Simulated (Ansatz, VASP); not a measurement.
## BePd: VASP beside Ansatz

```
Be Pd
1.0
     2.83163    0.00000    0.00000
     0.00000    2.83163    0.00000
     0.00000    0.00000    2.83163
Be Pd
1 1
Direct
  0.00000 0.00000 0.00000
  0.50000 0.50000 0.50000
```

Change from the starting cell: volume scaled by 1.02.

Alike in both runs: task single point; functional LDA; k mesh 12 × 12 × 12; occupations fermi-dirac, width 0.08 eV; no spin polarisation.

|  | VASP | Ansatz |
| --- | --- | --- |
| version | VASP 6.6.1 | Ansatz 0.2.0 |
| potentials or method | VASP PAW LDA potentials, release 64 (Be, Pd), cutoff 520 eV | all-electron LAPW, scalar-relativistic |

|  | VASP | Ansatz | Ansatz less VASP |
| --- | --- | --- | --- |
| pressure (GPa) | -10.6 | -11.1 | -0.58 |

LDA's correlation is that of Perdew and Zunger in VASP and of Perdew and Wang (1992) in Ansatz. Ansatz ran all-electron here, and VASP with PAW potentials.
